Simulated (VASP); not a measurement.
# PbS in VASP: further runs, part 2 of 2

VASP 6.6.1.

**4. Single point, PBE+D3(BJ)**

This run uses another cell than the first one, of 64.57 Å³/atom, 1.117 times its volume.

File INCAR:

```
  PREC = Accurate
  ENCUT = 500
  EDIFF = 1E-6
  ISMEAR = 0
  SIGMA = 0.05
  LREAL = False
  LASPH = True
  NELM = 120
  ALGO = Normal
  ISIF = 2
  LWAVE = False
  LCHARG = False
  GGA = PE
  IVDW = 12
  NBANDS = 28
  GGA_COMPAT = False
```

File KPOINTS:

```
regular mesh
0
Gamma
  6 6 3
```

File POSCAR:

```
PbS
1.0
    0.0000000000     -3.0043750300     -3.0061807900
    0.0000000000      3.0043750300     -3.0061807900
   14.2982770800      0.0000000000      0.0000000000
Pb S
2 2
Direct
    0.7433619700      0.2433619700      0.4935345480
    0.2433619700      0.7433619700      0.2966499628
    0.2356380300      0.7356380300      0.4849166772
    0.7356380300      0.2356380300      0.3052678336
```

Potentials or basis: VASP PAW PBE potentials, release 64 (Pb_d, S).

Launch:

```console
cat potpaw_PBE.64/Pb_d/POTCAR potpaw_PBE.64/S/POTCAR > POTCAR
mpirun -np 1 vasp_std > vasp.out
```

OUTCAR:

```text
PREC = Accurate
   ENCUT = 500
   EDIFF = 1E-6
   ISMEAR = 0
   LREAL = False
   LASPH = True
   NELM = 120
   ISIF = 2
   GGA = PE
   IVDW = 12
 IVDW          = 12

 ion  position               nearest neighbor table
   1  0.743  0.243  0.494-   4 2.69   3 2.96   3 3.01   3 3.01   3 3.06   2 4.12   2 4.12   2 4.12
                             2 4.12
   2  0.243  0.743  0.297-   3 2.69   4 2.96   4 3.01   4 3.01   4 3.06   1 4.12   1 4.12   1 4.12
                             1 4.12
   3  0.236  0.736  0.485-   2 2.69   1 2.96   1 3.01   1 3.01   1 3.06
   4  0.736  0.236  0.305-   1 2.69   2 2.96   2 3.01   2 3.01   2 3.06

  LATTYP: Found a base centered orthorhombic cell.
 ALAT       =     6.0087500600
 B/A-ratio  =     1.0006010435
 C/A-ratio  =     2.3795759413

  Lattice vectors:

 A1 = (   0.0000000000,  -3.0043750300,   3.0061807900)
 A2 = (   0.0000000000,  -3.0043750300,  -3.0061807900)
 A3 = (  14.2982770800,   0.0000000000,   0.0000000000)

Analysis of symmetry for initial positions (statically):
=====================================================================
 Subroutine PRICEL returns:
 Original cell was already a primitive cell.

[... 177 lines left out ...]
 val. band max:       -0.8386053915   @ k =   0.3333  -0.0000   0.3333
 cond. band min:       1.2365895059   @ k =   0.5000  -0.0000   0.3333
 fundamental gap:      2.0751948974
 Fermi energy:        -0.6146880349

 k-point     1 :       0.0000    0.0000    0.0000
  band No.  band energies     occupation
      1     -16.9592      2.00000
      2     -16.8676      2.00000
      3     -16.8504      2.00000
      4     -16.8419      2.00000
      5     -16.8292      2.00000
      6     -16.8261      2.00000
[... 733 lines left out ...]
     27       5.3920      0.00000
     28       5.3948      0.00000

 [... further k-points ...]

------------------------ aborting loop because EDIFF is reached ----------------------------------------

 Edisp (eV)   -0.89738

 E8    (eV) :    -0.4233

  FORCE on cell =-STRESS in cart. coord.  units (eV):
  Direction    XX          YY          ZZ          XY          YZ          ZX
  --------------------------------------------------------------------------------------
  -------------------------------------------------------------------------------------
  Total      -0.39691    -0.87440    -0.87201     0.00000     0.00000     0.00000
  in kB      -2.46218    -5.42420    -5.40941     0.00000     0.00000     0.00000
  external pressure =       -4.43 kB  Pullay stress =        0.00 kB

 VOLUME and BASIS-vectors are now :
 -----------------------------------------------------------------------------
  energy-cutoff  :      500.00
  volume of cell :      258.28
      direct lattice vectors                 reciprocal lattice vectors
     0.000000000 -3.004375030 -3.006180790     0.000000000 -0.166423963 -0.166323995
     0.000000000  3.004375030 -3.006180790     0.000000000  0.166423963 -0.166323995
    14.298277080  0.000000000  0.000000000     0.069938496  0.000000000  0.000000000

 POSITION                                       TOTAL-FORCE (eV/Angst)
 -----------------------------------------------------------------------------------
      7.05669     -1.50219     -2.96627        -0.053665      0.000000      0.005173
      4.24158      1.50219     -2.96627         0.053665      0.000000      0.005173
      6.93347      1.50219     -2.91983        -0.064736      0.000000     -0.005173
      4.36480     -1.50219     -2.91983         0.064736      0.000000     -0.005173
 -----------------------------------------------------------------------------------
    total drift:                               -0.000062     -0.000000     -0.000324

  FREE ENERGIE OF THE ION-ELECTRON SYSTEM (eV)
  ---------------------------------------------------
  free  energy   TOTEN  =       -18.2038200240 eV

  energy  without entropy=      -18.2038200240  energy(sigma->0) =      -18.20382002
```

stdout:

```text
POSCAR found type information on POSCAR PbS
 POSCAR found :  2 types and       4 ions
 scaLAPACK will be used
 LDA part: xc-table for (Slater+PW92), standard interpolation
 POSCAR, INCAR and KPOINTS ok, starting setup
 FFT: planning ... GRIDC
 FFT: planning ... GRID_SOFT
 FFT: planning ... GRID
 WAVECAR not read
 entering main loop
```

Run time: 99 s. Hardware: 1 thread of Intel Xeon 6975P-C (Granite Rapids), shared host; peak memory 0.4 GiB.

What came out:

- Free energy: -18.2038 eV
- Largest force: 0.065 eV/Å
- Band gap on the k mesh: 2.08 eV, indirect (the least direct gap lies 3.0 meV higher)
- Dispersion energy per atom: -0.224 eV

Forces on the atoms (eV/Å):
```
Pb  -0.054  0.000  0.005
Pb   0.054  0.000  0.005
S   -0.065  0.000 -0.005
S    0.065  0.000 -0.005
```

Caveat: spin-orbit coupling is left out, which moves the levels of the heavy elements.

**5. Single point, PBE+D3(BJ)**

This run uses another cell than the first one, of 78.12 Å³/atom, 1.352 times its volume.

File INCAR:

```
PREC     = Accurate       # precision mode
ENCUT    = 500            # plane-wave cutoff, eV
EDIFF    = 1E-6           # SCF threshold, eV
ISMEAR   = 0              # smearing method
SIGMA    = 0.05           # smearing width, eV
LREAL    = F              # projectors in reciprocal space
LASPH    = T              # aspherical terms in the spheres
NELM     = 120            # most SCF steps
ALGO     = Normal         # electronic algorithm
ISIF     = 2              # what is computed and relaxed
LWAVE    = F              # write WAVECAR
LCHARG   = F              # write CHGCAR
GGA      = PE             # functional
IVDW     = 12             # dispersion correction
NBANDS   = 28             # bands
GGA_COMPAT= F
```

File KPOINTS:

```
Automatic mesh
0
Gamma
  6 6 3
```

File POSCAR:

```
PbS
1.0
    0.0000000000     -3.0043750300     -3.0061807900
    0.0000000000      3.0043750300     -3.0061807900
   17.2982770800      0.0000000000      0.0000000000
Pb S
2 2
Direct
    0.7433619700      0.2433619700      0.4079419981
    0.2433619700      0.7433619700      0.2452026490
    0.2356380300      0.7356380300      0.4008187046
    0.7356380300      0.2356380300      0.2523259425
```

Launch:

```console
cat potpaw_PBE.64/Pb_d/POTCAR potpaw_PBE.64/S/POTCAR > POTCAR
mpirun -np 1 vasp_std > vasp.out
```

Wall time 2 min (1 thread of Intel Xeon 6975P-C (Granite Rapids), shared host); peak memory 0.45 GiB.

It converged, with:

```
Free energy                : -18.1998 eV
Largest force              : 0.065 eV/Å
Band gap on the k mesh     : 2.08 eV, indirect (the least direct gap lies 3.0 meV higher)
Dispersion energy per atom : -0.223 eV
```

Forces in eV/Å, atoms in the order of the input:
```
Pb  -0.054  0.000  0.005
Pb   0.054  0.000  0.005
S   -0.065  0.000 -0.005
S    0.065  0.000 -0.005
```

Levels at points of the mesh, in eV from the valence-band top:
```
           k point  band 17  band 18  band 19  band 20  band 21  band 22  band 23  band 24
(0.00, 0.00, 0.00)    -2.29    -1.23    -1.23    -0.15     2.21     4.09     5.07     5.16
(0.50, 0.00, 0.00)    -0.89    -0.89     0.00     0.00     2.08     2.08     3.14     3.14
(0.50, 0.50, 0.00)    -2.55    -2.54    -1.26    -1.25     4.23     4.24     5.29     5.30
```

Caveat: spin-orbit coupling is left out, which moves the levels of the heavy elements.

**6. Summary**

```csv
cell,gap on the mesh (eV),largest force (eV/Å)
"a = 4.250, b = 4.250, c = 12.798 Å, 4 atoms",2.08,0.06
"a = 4.250, b = 4.250, c = 13.298 Å, 4 atoms",2.08,0.06
"a = 4.250, b = 4.250, c = 14.298 Å, 4 atoms",2.08,0.06
"a = 4.250, b = 4.250, c = 17.298 Å, 4 atoms",2.08,0.07
```

Alike in all rows: task single point; level PBE+D3(BJ); potentials or basis VASP PAW PBE potentials, release 64 (Pb_d, S); no spin polarisation; k mesh 6 × 6 × 3; cutoff (eV) 500; smearing gaussian 0.05 eV.

Caveats: spin-orbit coupling is left out, which moves the levels of the heavy elements.

Total energies depend on the potentials used, so only differences within one code and one set of settings carry meaning.
